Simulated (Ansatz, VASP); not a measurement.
## Ta4Ga in VASP and in Ansatz

```
CELL_PARAMETERS angstrom
3.42635 -4.04451 0.00000
3.42635 4.04451 0.00000
0.00000 0.00000 3.53258
ATOMIC_POSITIONS crystal
Ta 0.81452 0.18548 0.50000
Ta 0.22864 0.22864 0.00000
Ta 0.77136 0.77136 0.00000
Ta 0.18548 0.81452 0.50000
Ga 0.50000 0.50000 0.50000
```

Change from the starting cell: species swapped into the FeCl4 type (Cmmm, No. 65).

Alike in both runs: functional PBE; k mesh 8 × 8 × 10; occupations gaussian, width 0.1 eV; no spin polarisation.

Ansatz relaxed the structure, and its values are those at the end. VASP's run is a single point on that final structure, the one shown.

|  | VASP | Ansatz |
| --- | --- | --- |
| version | VASP 6.6.1 | Ansatz 0.2.0 |
| potentials or method | VASP PAW PBE potentials, release 64 (Ta_pv, Ga_d), cutoff 520 eV | scalar-relativistic, plane waves, PAW |
| valence electrons in the cell | 57 | 65 |

|  | VASP | Ansatz | Ansatz less VASP |
| --- | --- | --- | --- |
| gap on the k mesh at the Fermi level (eV) | none | none | - |
| pressure (GPa) | 0.1 | 0.0 | -0.12 |
| rms of the force components (eV/Å) | 0.016 | 0.002 | -0.0137 |

A gap of «none» marks a metal or a gap that the smearing closes. The functional is the same, so the differences come from potentials, cutoffs and numerics. VASP's potentials hold 57 valence electrons a cell and Ansatz's 65, so a difference there can come from the potentials and not from the codes.

Spin-orbit coupling is off throughout.
